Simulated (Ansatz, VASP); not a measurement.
**Ti: VASP beside Ansatz**

```
Ti
1.0
     0.00000    2.33030    2.33030
     2.33030    0.00000    2.33030
     2.33030    2.33030    0.00000
Ti
2
Direct
  0.87500 0.87500 0.87500
  0.12500 0.12500 0.12500
```

Change from the starting cell: volume scaled by 0.55, LAPW.

Alike in both runs: task single point; functional PBE; k mesh 12 × 12 × 12; occupations fermi-dirac, width 0.08 eV; no spin polarisation.

|  | VASP | Ansatz |
| --- | --- | --- |
| version | VASP 6.6.1 | Ansatz 0.2.0 |
| potentials or method | VASP PAW PBE potentials, release 64 (Ti_sv), cutoff 520 eV | all-electron LAPW, scalar-relativistic |

VASP gave:

| Property | Result |
| --- | --- |
| pressure (GPa) | 62.8 |

Question: Which values does Ansatz return?

Answer: Pressure (GPa): 57.8.

Both programs put the cell under a high pressure, so it lies far from rest at this level. Ansatz ran all-electron here, and VASP with PAW potentials.

Noted on VASP's run: the cell as given lies far from equilibrium.
